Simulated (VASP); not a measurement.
A run of VASP 6.6.1 is set up as follows.

POSCAR

```
CaO
1.0
    0.0000000000      2.6067317416      2.6067317416
    2.6067317416      0.0000000000      2.6067317416
    2.6067317416      2.6067317416      0.0000000000
Ca O
1 1
Direct
    0.0000000000      0.0000000000      0.0000000000
    0.2500000000      0.2500000000      0.2500000000
```

The input INCAR.step1:

```
SYSTEM = CaO
PREC = Accurate ; ENCUT = 660
ISMEAR = 0 ; SIGMA = 0.01
LREAL = .False. ; LASPH = .True.
NELM = 120 ; NBANDS = 15
GGA = PE ; ALGO = Normal
EDIFF = 1E-5 ; LWAVE = .True.
LCHARG = .False. ; GGA_COMPAT = .False.
```

Contents of INCAR.step2:

```
SYSTEM = CaO
PREC = Accurate ; ENCUT = 660
EDIFF = 1E-6 ; ISMEAR = 0
SIGMA = 0.01 ; LREAL = .False.
LASPH = .True. ; NELM = 120
ALGO = Normal ; ISIF = 2
LWAVE = .False. ; LCHARG = .False.
METAGGA = R2SCAN ; LMIXTAU = .True.
LUSE_VDW = .True. ; IVDW_NL = 2
BPARAM = 11.95 ; CPARAM = 0.0093
NBANDS = 15 ; ISTART = 1
GGA_COMPAT = .False.
```

KPOINTS

```
Automatic mesh
0
Gamma
  6 6 6
  0 0 0
```

Potentials or basis: VASP PAW PBE potentials, release 64 (Ca_sv, O).

The run is started by

```sh
$ cat potpaw_PBE.64/Ca_sv/POTCAR potpaw_PBE.64/O/POTCAR > POTCAR
$ cp INCAR.step1 INCAR
$ mpirun -np 1 vasp_std > vasp.out
$ cp INCAR.step2 INCAR
$ mpirun -np 1 vasp_std > vasp.out
```

Question: Predict the band gap on the k mesh.

Answer: 3.64 eV (least direct gap 4.27 eV).

Question: What does it give for the pressure?

Answer: 0.1 GPa.

Caveat: the structure was generated, so it needn't be the stable form of CaO; the PAW data sets were made with another functional, which shifts forces and pressure a little. A k mesh can miss the band edges.
